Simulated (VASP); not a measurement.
# YbPdO2 (R-3m) in VASP: notebook, part 2 of 2

VASP 6.6.1. Earlier steps stand in the parts before.

### 3 Relaxation of shape and atoms at fixed volume, PBE+U, collinear spin, ferromagnetic start (15.43 Å³/atom)

This run uses another cell than the first one, of 15.43 Å³/atom.

File INCAR:

```
SYSTEM = YbPdO2
  PREC = Accurate
  ENCUT = 600
  EDIFF = 1E-7
  ISMEAR = 0
  SIGMA = 0.05
  LREAL = .False.
  LASPH = .True.
  NELM = 200
  ALGO = Normal
  ISIF = 4
  LWAVE = .False.
  LCHARG = .False.
  ISPIN = 2
  MAGMOM = 0.02 -1.03 -0.02 -0.02
  LORBIT = 11
  LMAXMIX = 6
  LDAU = .True.
  LDAUTYPE = 2
  LDAUL = -1 3 -1
  LDAUU = 0 6 0
  LDAUJ = 0 0 0
  LDAUPRINT = 1
  GGA = PE
  IBRION = 2
  NSW = 60
  EDIFFG = -0.01
  GGA_COMPAT = .False.
  NELMIN = 4
  KPAR = 4
```

File KPOINTS:

```
regular mesh
0
Gamma
  10 10 10
  0 0 0
```

File POSCAR:

```
YbPdO2
1.0
    1.7082696814      0.9862699604      6.1073935663
   -1.7082696814      0.9862699604      6.1073935663
    0.0000000000     -1.9725399208      6.1073935663
Pd Yb O
1 1 2
Direct
    0.0000000000      0.0000000000      0.0000000000
    0.5000000000      0.5000000000      0.5000000000
    0.1097947376      0.1097947376      0.1097947376
    0.8902052624      0.8902052624      0.8902052624
```

Potentials or basis: VASP PAW PBE potentials, release 64 (Pd, Yb, O).

Launch:

```bash
$ cat potpaw_PBE.64/Pd/POTCAR potpaw_PBE.64/Yb/POTCAR potpaw_PBE.64/O/POTCAR > POTCAR
$ mpirun -np 4 vasp_std > vasp.out
```

OUTCAR:

```text
SYSTEM = YbPdO2
   PREC = Accurate
   ENCUT = 600
   EDIFF = 1E-7
   ISMEAR = 0
   LREAL = .False.
   LASPH = .True.
   NELM = 200
   ISIF = 4
   ISPIN = 2
   LORBIT = 11
   GGA = PE
   IBRION = 2
   NSW = 60
   EDIFFG = -0.01
   NELMIN = 4

 ion  position               nearest neighbor table
   1  0.000  0.000  0.000-   3 2.01   4 2.01
   2  0.500  0.500  0.500-   3 2.23   4 2.23   3 2.23   3 2.23   4 2.23   4 2.23
   3  0.110  0.110  0.110-   1 2.01   2 2.23   2 2.23   2 2.23
   4  0.890  0.890  0.890-   1 2.01   2 2.23   2 2.23   2 2.23

  LATTYP: Found a trigonal (rhomboedric) cell.
 ALAT       =     6.4180347391
 COS(alpha) =     0.8583101519

[... 327 lines left out ...]
  ext. energy  EPLUGINS =         0.00000000
  ---------------------------------------------------
  free energy    TOTEN  =       -25.76743571 eV

  energy without entropy =      -25.76552058  energy(sigma->0) =      -25.76647815

 E-fermi :   2.9699     XC(G=0): -10.8848

 val. band max:        2.9664730637   @ k =   0.5000   0.5000   0.5000
 cond. band min:       2.9863172519   @ k =  -0.4000   0.4000   0.2000
 fundamental gap:      0.0198441882
 Fermi energy:         2.9698545488

 spin component 1

 k-point     1 :       0.0000    0.0000    0.0000
  band No.  band energies     occupation
      1     -49.1108      1.00000
      2     -21.2980      1.00000
      3     -20.7794      1.00000
      4     -20.7794      1.00000
      5     -15.1342      1.00000
      6     -13.7825      1.00000
[... 1514 lines left out ...]
  FREE ENERGIE OF THE ION-ELECTRON SYSTEM (eV)
  ---------------------------------------------------
  free  energy   TOTEN  =       -25.7674357101 eV

  energy  without entropy=      -25.7655205812  energy(sigma->0) =      -25.76647815

 reached required accuracy - stopping structural energy minimisation

 total charge

# of ion       s       p       d       f       tot
--------------------------------------------------
    1        0.366   0.334   8.457   0.000   9.157
    2        2.155   6.159   0.642  13.184  22.140
    3        1.551   3.489   0.000   0.000   5.040
    4        1.551   3.489   0.000   0.000   5.040
--------------------------------------------------
tot          5.624  13.470   9.098  13.184  41.376

 magnetization (x)

# of ion       s       p       d       f       tot
--------------------------------------------------
    1       -0.005  -0.000  -0.023   0.000  -0.028
    2        0.001  -0.007  -0.000   0.952   0.946
    3       -0.000   0.010   0.000   0.000   0.010
    4       -0.000   0.010   0.000   0.000   0.010
--------------------------------------------------
tot         -0.004   0.012  -0.023   0.952   0.938
```

OSZICAR:

```text
N       E                     dE             d eps       ncg     rms          rms(c)
DAV:   1     0.437924409792E+03    0.43792E+03   -0.20084E+04 19376   0.118E+04
DAV:   2     0.437891639061E+02   -0.39414E+03   -0.37781E+03 19000   0.139E+03
DAV:   3    -0.227661492105E+02   -0.66555E+02   -0.64516E+02 19176   0.259E+02
[... 76 lines left out ...]
DAV:   8    -0.257674309309E+02   -0.99946E-06   -0.22993E-05 25920   0.409E-01    0.624E-02
DAV:   9    -0.257674324307E+02   -0.14998E-05   -0.93231E-06 25784   0.161E-01    0.422E-02
DAV:  10    -0.257674335500E+02   -0.11193E-05   -0.34816E-06 24884   0.111E-01    0.412E-02
DAV:  11    -0.257674346266E+02   -0.10766E-05   -0.59695E-07 15856   0.152E-01    0.302E-02
DAV:  12    -0.257674356207E+02   -0.99417E-06   -0.11248E-06 18424   0.202E-01    0.190E-02
DAV:  13    -0.257674357101E+02   -0.89400E-07   -0.78495E-07 19884   0.567E-03
   3 F= -.25767436E+02 E0= -.25766478E+02  d E =-.256988E-02  mag=     0.9438
```

CONTCAR:

```text
YbPdO2
   1.00000000000000
     1.7055008867705836    0.9846713960754447    6.1272397534220451
    -1.7055008867705836    0.9846713960754447    6.1272397534220451
    -0.0000000000000000   -1.9693427921508895    6.1272397534220451
  Pd              Yb              O
     1     1     2
Direct
     0.0000000000000000    0.0000000000000000    0.0000000000000000
     0.5000000000000000    0.5000000000000000    0.5000000000000000
     0.1101423518447907    0.1101423518447907    0.1101423518447907
     0.8898576481552093    0.8898576481552093    0.8898576481552093

  0.00000000E+00  0.00000000E+00  0.00000000E+00
  0.00000000E+00  0.00000000E+00  0.00000000E+00
  0.00000000E+00  0.00000000E+00  0.00000000E+00
  0.00000000E+00  0.00000000E+00  0.00000000E+00
```

Wall time 36 min (4 MPI ranks of Intel Xeon 6975P-C (Granite Rapids), shared host); peak memory 0.92 GiB.

What came out:

| Property | Result |
| --- | --- |
| Free energy | -25.7674 eV |
| Energy gained by relaxing | 0.6 meV/atom |
| Ionic steps | 3 |
| Pressure after relaxing | -2.0 GPa |
| Largest force after relaxing | 0.008 eV/Å |
| Net moment | 0.94 μB per cell |
| Site moments | Pd -0.03; Yb +0.95; O +0.01 μB |
| Valence electrons inside the program's atomic spheres | Pd 9.16; Yb 22.14; O 5.04 |

Forces in eV/Å, atoms in the order of the input:
```
Pd   0.000  0.000  0.000
Yb   0.000  0.000  0.000
O    0.000  0.000  0.008
O    0.000  0.000 -0.008
```

The path:
```
step  energy change (eV)  largest force (eV/Å)  pressure (GPa)  volume (Å³)
   1              0.0000                0.2279           -1.79        61.74
   2             -0.0012                0.1468           -2.06        61.74
   3             -0.0026                0.0082           -1.99        61.74
```

Final structure:
```
Pd Yb O
1.0
     1.70550    0.98467    6.12724
    -1.70550    0.98467    6.12724
     0.00000   -1.96934    6.12724
Pd Yb O
1 1 2
Cartesian
  0.0000 0.0000 0.0000
  0.0000 0.0000 9.1909
  0.0000 0.0000 2.0246
  0.0000 0.0000 16.3571
```

Levels at points of the mesh, in eV from the Fermi level:
Spin up:
```tsv
k point	band 20	band 21	band 22	band 23	band 24	band 25	band 26	band 27	band 28
(0.00, 0.00, 0.00)	-1.66	-1.38	-1.38	-0.77	-0.77	2.82	5.98	5.98	6.30
(0.50, 0.00, 0.00)	-2.09	-0.50	-0.39	-0.24	0.83	3.07	4.83	6.49	7.48
(0.50, 0.50, 0.00)	-2.15	-0.99	-0.57	-0.50	0.64	3.63	4.95	6.14	6.78
(0.50, 0.50, 0.50)	-2.61	-1.37	-1.37	0.00	0.00	3.88	4.42	5.89	5.89
```
Spin down:
```csv
k point,band 21,band 22,band 23,band 24,band 25,band 26
"(0.00, 0.00, 0.00)",-1.40,-0.76,-0.76,1.52,2.82,5.97
"(0.50, 0.00, 0.00)",-0.48,-0.23,0.75,1.47,3.08,4.83
"(0.50, 0.50, 0.00)",-0.57,-0.53,0.61,1.28,3.74,4.98
"(0.50, 0.50, 0.50)",-1.39,0.02,0.02,1.42,3.92,4.46
```

Eigenvalues of the final occupation matrices:
```csv
site,spin,trace,eigenvalues
site 2 f,1,7.08,1.00 1.00 1.00 1.01 1.02 1.02 1.03
site 2 f,2,6.13,0.08 1.00 1.00 1.00 1.01 1.02 1.02
```

Caveat: spin-orbit coupling is left out, which moves the levels of the heavy elements. The state reached can hang on the start; a lower one may exist.
